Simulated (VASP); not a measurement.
# Cs7Sn8BI24 (a cell with a defect) in VASP: single point with PBEsol

Aim: the single point of Cs7Sn8BI24 (a cell with a defect) with PBEsol.

All numbers are computed with VASP 6.6.1; they aren't measurements. Logs are shortened: lines on timing, memory, paths and dates and some standing lists are left out, and cuts for length are marked.

## 1. The cell of the first run

The cell holds a defect, 40 atoms: a = 12.314 Å, b = 12.314 Å, c = 12.314 Å, α = 90.00°, β = 90.00°, γ = 90.00°.

## 2. Single point, PBEsol, collinear spin

Input file INCAR:

```
  PREC = Accurate
  ENCUT = 420
  EDIFF = 1E-6
  ISMEAR = -1
  SIGMA = 0.05
  LREAL = Auto
  LASPH = T
  NELM = 200
  ALGO = Normal
  ISIF = 2
  LWAVE = F
  LCHARG = F
  ISPIN = 2
  MAGMOM = 0 0 0 0 0 0 0 1 0 0 0 0 0 0 0 0 0 0 0 0 0 0 0 0 0 0 0 0 0 0 0 0 0 0 0 0 0 0 0 0
  LORBIT = 11
  GGA = PS
  NELECT = 345.0
  ISYM = -1
  NBANDS = 203
  GGA_COMPAT = F
  KPAR = 1
```

Input file KPOINTS:

```
explicit points
1
Reciprocal
  0.25000000   0.25000000   0.25000000 1
```

Input file POSCAR:

```
Cs7Sn8BI24
1.0
   12.3144620000      0.0000000000      0.0000000000
    0.0000000000     12.3144620000      0.0000000000
    0.0000000000      0.0000000000     12.3144620000
Cs B Sn I
7 1 8 24
Direct
    0.0083280000      0.9960550000      0.9733720000
    0.0042250000      0.9995490000      0.5324130000
    0.0136330000      0.5014480000      0.9722810000
    0.0092230000      0.4997260000      0.5413080000
    0.4937300000      0.9996100000      0.9723230000
    0.4916490000      0.9978290000      0.5354820000
    0.5009630000      0.4984300000      0.9489220000
    0.5986120000      0.5017280000      0.3157360000
    0.2291670000      0.2492620000      0.2569320000
    0.2511990000      0.2502620000      0.7557910000
    0.2312480000      0.7474870000      0.2559260000
    0.2501730000      0.7483920000      0.7544990000
    0.7542650000      0.2365800000      0.2579530000
    0.7500800000      0.2498300000      0.7562150000
    0.7514840000      0.7700080000      0.2587670000
    0.7487550000      0.7495640000      0.7562940000
    0.2653350000      0.2578370000      0.0073340000
    0.2286300000      0.2393890000      0.5050690000
    0.2611370000      0.7418290000      0.0064430000
    0.2308600000      0.7580820000      0.5044120000
    0.7372320000      0.2541970000      0.0089330000
    0.7695530000      0.2369120000      0.5051590000
    0.7380480000      0.7505200000      0.0090430000
    0.7657790000      0.7671080000      0.5051540000
    0.9973080000      0.1810920000      0.2382900000
    0.0009940000      0.2481810000      0.7690520000
    0.9966590000      0.8097560000      0.2401050000
    0.0000590000      0.7512550000      0.7661720000
    0.5120430000      0.3507040000      0.2696400000
    0.5009020000      0.2427220000      0.7486090000
    0.5105740000      0.6541780000      0.2762500000
    0.4999160000      0.7561030000      0.7494840000
    0.2930500000      0.9975310000      0.2506040000
    0.2489010000      0.9992600000      0.7601760000
    0.1635980000      0.4979100000      0.2574640000
    0.2463120000      0.4993640000      0.7525890000
    0.6670430000      0.0033140000      0.2537170000
    0.7524120000      0.0000970000      0.7627840000
    0.7732520000      0.5027390000      0.2610140000
    0.7602430000      0.5001480000      0.7569000000
```

Potentials or basis: VASP PAW PBE potentials, release 64 (Cs_sv, B, Sn_d, I).

Command:

```bash
$ cat potpaw_PBE.64/Cs_sv/POTCAR potpaw_PBE.64/B/POTCAR potpaw_PBE.64/Sn_d/POTCAR potpaw_PBE.64/I/POTCAR > POTCAR
$ mpirun -np 4 vasp_std > vasp.out
```

OUTCAR:

```text
PREC = Accurate
   ENCUT = 420
   EDIFF = 1E-6
   ISMEAR = -1
   LREAL = Auto
   LASPH = T
   NELM = 200
   ISIF = 2
   ISPIN = 2
   LORBIT = 11
   GGA = PS
   NELECT = 345.0
   ISYM = -1

 ion  position               nearest neighbor table
   1  0.008  0.996  0.973-
   2  0.004  1.000  0.532-
   3  0.014  0.501  0.972-
   4  0.009  0.500  0.541-
   5  0.494  1.000  0.972-
   6  0.492  0.998  0.535-
   7  0.501  0.498  0.949-
   8  0.599  0.502  0.316-  29 2.22  31 2.22  39 2.25
   9  0.229  0.249  0.257-  25 2.98  18 3.06  17 3.11  35 3.17  33 3.20
  10  0.251  0.250  0.756-  36 3.07  30 3.08  26 3.09  34 3.09  18 3.10  17 3.10
  11  0.231  0.747  0.256-  27 3.00  20 3.06  19 3.10  33 3.17  35 3.18  31 3.64
  12  0.250  0.748  0.754-  36 3.07  32 3.08  28 3.08  34 3.09  20 3.09  19 3.11
  13  0.754  0.237  0.258-  22 3.05  37 3.07  25 3.08  21 3.08  39 3.29  29 3.30
  14  0.750  0.250  0.756-  30 3.07  38 3.08  40 3.09  26 3.09  22 3.10  21 3.12
  15  0.751  0.770  0.259-  24 3.04  37 3.06  27 3.07  23 3.09  31 3.30  39 3.30
  16  0.749  0.750  0.756-  32 3.07  40 3.07  38 3.09  28 3.10  24 3.11  23 3.12
  17  0.265  0.258  0.007-  10 3.10   9 3.11
  18  0.229  0.239  0.505-   9 3.06  10 3.10
  19  0.261  0.742  0.006-  11 3.10  12 3.11
  20  0.231  0.758  0.504-  11 3.06  12 3.09
  21  0.737  0.254  0.009-  13 3.08  14 3.12
  22  0.770  0.237  0.505-  13 3.05  14 3.10
  23  0.738  0.751  0.009-  15 3.09  16 3.12
  24  0.766  0.767  0.505-  15 3.04  16 3.11
  25  0.997  0.181  0.238-   9 2.98  13 3.08
  26  0.001  0.248  0.769-  10 3.09  14 3.09
  27  0.997  0.810  0.240-  11 3.00  15 3.07
  28  0.000  0.751  0.766-  12 3.08  16 3.10
  29  0.512  0.351  0.270-   8 2.22  13 3.30
  30  0.501  0.243  0.749-  14 3.07  10 3.08
  31  0.511  0.654  0.276-   8 2.22  15 3.30  11 3.64
  32  0.500  0.756  0.749-  16 3.07  12 3.08
  33  0.293  0.998  0.251-  11 3.17   9 3.20
  34  0.249  0.999  0.760-  12 3.09  10 3.09
  35  0.164  0.498  0.257-   9 3.17  11 3.18
  36  0.246  0.499  0.753-  12 3.07  10 3.07
  37  0.667  0.003  0.254-  15 3.06  13 3.07
  38  0.752  0.000  0.763-  14 3.08  16 3.09
  39  0.773  0.503  0.261-   8 2.25  13 3.29  15 3.30
  40  0.760  0.500  0.757-  16 3.07  14 3.09

IMPORTANT INFORMATION: All symmetrisations will be switched off!
NOSYMM: (Re-)initialisation of all symmetry stuff for point group C_1.

----------------------------------------------------------------------------------------

                                     Primitive cell

  volume of cell :    1867.4386

  direct lattice vectors                    reciprocal lattice vectors
    12.314462000  0.000000000  0.000000000     0.081205334  0.000000000  0.000000000
     0.000000000 12.314462000  0.000000000     0.000000000  0.081205334  0.000000000
     0.000000000  0.000000000 12.314462000     0.000000000  0.000000000  0.081205334

  length of vectors
    12.314462000 12.314462000 12.314462000     0.081205334  0.081205334  0.081205334

  position of ions in fractional coordinates (direct lattice)
     0.008328000  0.996055000  0.973372000
     0.004225000  0.999549000  0.532413000
     0.013633000  0.501448000  0.972281000
     0.009223000  0.499726000  0.541308000
     0.493730000  0.999610000  0.972323000
     0.491649000  0.997829000  0.535482000
[... 32 lines left out ...]
     0.773252000  0.502739000  0.261014000
     0.760243000  0.500148000  0.756900000

  ion indices of the primitive-cell ions
   primitive index   ion index
                 1           1
                 2           2
                 3           3
                 4           4
                 5           5
                 6           6
[... 32 lines left out ...]
                39          39
                40          40

----------------------------------------------------------------------------------------

 KPOINTS: explicit points

Read explicit list of k-points.

 Found      1 k-points:

 Following reciprocal coordinates:
            Coordinates               Weight
  0.250000  0.250000  0.250000      1.000000
   k-points           NKPTS =      1   k-points in BZ     NKDIM =      1   number of bands    NBANDS=    204
   number of dos      NEDOS =    301   number of ions     NIONS =     40
   total plane-waves  NPLWV = 592704
   dimension x,y,z NGX =    84 NGY =   84 NGZ =   84
   dimension x,y,z NGXF=   168 NGYF=  168 NGZF=  168
   ions per type =               7   1   8  24
   NGX,Y,Z   is equivalent  to a cutoff of  11.34, 11.34, 11.34 a.u.
   NGXF,Y,Z  is equivalent  to a cutoff of  22.68, 22.68, 22.68 a.u.
 SYSTEM =  unknown system
   PREC   = accura    normal or accurate (medium, high low for compatibility)
   ISTART =      0    job   : 0-new  1-cont  2-samecut
   ICHARG =      2    charge: 1-file 2-atom 10-const
   ISPIN  =      2    spin polarized calculation?
   LNONCOLLINEAR =      F non collinear calculations
   LSORBIT =      F    spin-orbit coupling
   LASPH  =      T    aspherical Exc in radial PAW
   ENCUT  =  420.0 eV  30.87 Ry    5.56 a.u.  20.58 20.58 20.58*2*pi/ulx,y,z
   NELM   =    200;   NELMIN=  2; NELMDL= -5     # of ELM steps
   EDIFF  = 0.1E-05   stopping-criterion for ELM
   LREAL  =      T    real-space projection
   EDIFFG = 0.1E-04   stopping-criterion for IOM
   NSW    =      0    number of steps for IOM
   IBRION =     -1    ionic relax: 0-MD 1-quasi-New 2-CG
   NFREE  =      0    steps in history (QN), initial steepest desc. (CG)
   ISIF   =      2    stress and relaxation
   ISYM   =     -1    0-nonsym 1-usesym 2-fastsym
   POTIM  = 0.5000    time-step for ionic-motion
   TEBEG  =    0.0;   TEEND  =   0.0 temperature during run
   PSTRESS=    0.0 pullay stress
   NELECT =     345.0000    total number of electrons
   NUPDOWN=      -1.0000    fix difference up-down
   EMIN   =  10.00;   EMAX   =-10.00  energy-range for DOS
   EFERMI =   0.00;   METHOD = LEGACY
   ISMEAR =    -1;   SIGMA  =   0.05  broadening in eV -4-tet -1-fermi 0-gaus
   EFERMI_NEDOS =   21; number of points for ismear=-14 and -15
   IALGO  =     38    algorithm
   IMIX   =      4    mixing-type and parameters
     AMIX     =   0.40;   BMIX     =  1.00
     AMIX_MAG =   1.60;   BMIX_MAG =  1.00
  volume/ion in A,a.u.               =      46.69       315.05
  Fermi-wavevector in a.u.,A,eV,Ry     =   0.932393  1.761968 11.828321  0.869357
  Thomas-Fermi vector in A             =   2.058986
   LORBIT       =     11    0 simple, 1 ext, 2 COOP (PROOUT), +10 PAW based schemes
   GGA     = PS    functional components
   LHFCALC =     F    Hartree Fock is set to
   AEXX    =    0.0000 exact exchange contribution
   IVDW    =     0    specifies the selected vdW correction
   LEPSILON=     F    determine dielectric tensor
   LRPA    =     F    only Hartree local field effects (RPA)
 spin polarized calculation
  energy-cutoff  :      420.00
  volume of cell :     1867.44
 maximum number of plane-waves:     36456
 NGX is ok and might be reduce to    84
   NGX = 41   NGY = 41   NGZ = 41

 number of electron     344.9999955 magnetization       0.9987222

 Free energy of the ion-electron system (eV)
  ---------------------------------------------------
  ext. energy  EPLUGINS =         0.00000000
  ---------------------------------------------------
  free energy    TOTEN  =      -123.40327799 eV

  energy without entropy =     -123.40247891  energy(sigma->0) =     -123.40287845

 E-fermi :   2.9969     XC(G=0):  -7.6401

 val. band max:        2.6496895071   @ k =   0.2500   0.2500   0.2500
 cond. band min:       3.3648215915   @ k =   0.2500   0.2500   0.2500
 fundamental gap:      0.7151320844
 Fermi energy:         2.9968677702

 spin component 1

 k-point     1 :       0.2500    0.2500    0.2500
  band No.  band energies     occupation
      1     -19.5081      1.00000
      2     -19.5047      1.00000
      3     -19.4956      1.00000
      4     -19.4931      1.00000
      5     -19.4588      1.00000
      6     -19.4552      1.00000
[... 176 lines left out ...]
    183       4.3756      0.00000
    184       4.3874      0.00000
 Fermi energy:         2.9968677702

 spin component 2

 k-point     1 :       0.2500    0.2500    0.2500
  band No.  band energies     occupation
      1     -19.5072      1.00000
      2     -19.5037      1.00000
      3     -19.4946      1.00000
      4     -19.4919      1.00000
      5     -19.4584      1.00000
      6     -19.4548      1.00000
[... 176 lines left out ...]
    183       4.3827      0.00000
    184       4.4133      0.00000
 [bands above 184 left out]

------------------------ aborting loop because EDIFF is reached ----------------------------------------

  FORCE on cell =-STRESS in cart. coord.  units (eV):
  Direction    XX          YY          ZZ          XY          YZ          ZX
  --------------------------------------------------------------------------------------
  -------------------------------------------------------------------------------------
  Total      -12.1721584    -13.2669449     -9.6105118     -0.3705231     -0.4388447     -0.4787829
  in kB      -10.4431580    -11.3824350     -8.2453818     -0.3178920     -0.3765088     -0.4107739
  external PRESSURE =     -10.0236583 kB  Pullay stress =       0.0000000 kB

 VOLUME and BASIS-vectors are now :
 -----------------------------------------------------------------------------
  energy-cutoff  :      420.00
  volume of cell :     1867.44
      direct lattice vectors                 reciprocal lattice vectors
    12.314462000  0.000000000  0.000000000     0.081205334  0.000000000  0.000000000
     0.000000000 12.314462000  0.000000000     0.000000000  0.081205334  0.000000000
     0.000000000  0.000000000 12.314462000     0.000000000  0.000000000  0.081205334

 POSITION                                       TOTAL-FORCE (eV/Angst)
 -----------------------------------------------------------------------------------
      0.10255     12.26588     11.98655        -0.006784      0.000680      0.012450
      0.05203     12.30891      6.55638        -0.000392      0.000595     -0.004974
      0.16788      6.17506     11.97312        -0.001130     -0.001566      0.002381
      0.11358      6.15386      6.66592        -0.009844     -0.001467     -0.001234
      6.08002     12.30966     11.97363        -0.001568      0.000175      0.003451
      6.05439     12.28773      6.59417        -0.005629      0.001453     -0.008830
[... 32 lines left out ...]
      9.52218      6.19096      3.21425         0.002724     -0.003969     -0.000030
      9.36198      6.15905      9.32082        -0.006005      0.001226      0.004202
 -----------------------------------------------------------------------------------
    total drift:                                0.020188     -0.025024      0.011435

  FREE ENERGIE OF THE ION-ELECTRON SYSTEM (eV)
  ---------------------------------------------------
  free  energy   TOTEN  =      -123.4032779894 eV

  energy  without entropy=     -123.4024789104  energy(sigma->0) =     -123.40287845

 total charge

# of ion       s       p       d       tot
------------------------------------------
    1        1.848   4.693   0.019   6.560
    2        1.848   4.693   0.017   6.558
    3        1.848   4.693   0.019   6.559
    4        1.848   4.693   0.018   6.559
    5        1.848   4.693   0.018   6.559
    6        1.848   4.694   0.016   6.558
[... 32 lines left out ...]
   39        1.511   2.735   0.035   4.281
   40        1.509   2.766   0.013   4.288
--------------------------------------------------
tot         60.956 105.228  80.377 246.562

 magnetization (x)

# of ion       s       p       d       tot
------------------------------------------
    1        0.000   0.000   0.000   0.000
    2        0.000  -0.000   0.000   0.000
    3        0.000   0.000   0.000   0.001
    4        0.000   0.000   0.000   0.000
    5        0.000   0.000   0.000   0.000
    6        0.000   0.000   0.000   0.000
[... 32 lines left out ...]
   39        0.003   0.034   0.007   0.044
   40        0.000   0.000   0.000   0.000
--------------------------------------------------
tot          0.137   0.338   0.023   0.498
```

Run time: 15 min. Hardware: 4 MPI ranks of AMD EPYC 7R43 (Zen 3), shared host; peak memory 0.63 GiB.

Results:

```yaml
Free_energy: -123.4033 eV
Largest_force: 0.020 eV/Å
Net_moment: 1.00 μB per cell
Site_moments: Cs +0.00; B +0.34; Sn +0.00, +0.01 (each value once); I +0.00, -0.00, +0.04 (each value once) μB
Valence_electrons_inside_the_program's_atomic_spheres: Cs 6.56; B 1.59; Sn 12.01, 12.05, 12.02, 12.04 (each value once); I 4.28, 4.29, 4.27 (each value once)
```

Forces on the atoms (eV/Å):
```
Cs  -0.007  0.001  0.012
Cs   0.000  0.001 -0.005
Cs  -0.001 -0.002  0.002
Cs  -0.010 -0.001 -0.001
Cs  -0.002  0.000  0.003
Cs  -0.006  0.001 -0.009
Cs   0.001  0.000  0.000
B   -0.002 -0.009  0.002
Sn   0.007  0.017  0.007
Sn   0.001  0.009  0.001
Sn   0.010  0.004  0.004
Sn   0.000 -0.007 -0.002
Sn  -0.009 -0.004  0.005
Sn  -0.001  0.003  0.007
Sn   0.003 -0.003  0.000
Sn  -0.006 -0.001  0.002
I   -0.001  0.003 -0.006
I    0.006 -0.003 -0.005
I   -0.002 -0.003 -0.008
I    0.001  0.005 -0.003
I    0.002  0.001 -0.012
I    0.001 -0.001 -0.007
I   -0.002 -0.009  0.005
I   -0.004  0.001 -0.001
I   -0.004 -0.006 -0.006
I   -0.001 -0.003  0.006
I   -0.001 -0.001  0.000
I    0.001  0.003 -0.011
I    0.004  0.003  0.004
I    0.004 -0.004 -0.005
I   -0.001  0.010 -0.005
I    0.002 -0.005  0.009
I    0.007 -0.008  0.005
I    0.004  0.006  0.008
I    0.004 -0.004 -0.002
I    0.018  0.000  0.005
I   -0.003  0.007 -0.002
I   -0.012  0.002 -0.003
I    0.003 -0.004  0.000
I   -0.006  0.001  0.004
```

Levels at points of the mesh, in eV from the Fermi level:
Spin up:
| k point | band 169 | band 170 | band 171 | band 172 | band 173 | band 174 | band 175 | band 176 | band 177 | band 178 |
| --- | --- | --- | --- | --- | --- | --- | --- | --- | --- | --- |
| (0.25, 0.25, 0.25) | -1.84 | -1.67 | -1.62 | -1.37 | -0.35 | 0.40 | 0.63 | 0.71 | 0.90 | 1.01 |
Spin down:
| k point | band 170 | band 171 | band 172 | band 173 | band 174 | band 175 |
| --- | --- | --- | --- | --- | --- | --- |
| (0.25, 0.25, 0.25) | -1.67 | -1.62 | -1.37 | 0.37 | 0.62 | 0.73 |

Caveat: the cell carries a net charge on a neutralising background, which shifts energy and pressure; the cell is charged against a uniform background, so pressure and absolute levels hang on convention; the PAW data sets were made with another functional, which shifts forces and pressure a little; spin-orbit coupling is left out, which moves the levels of the heavy elements.
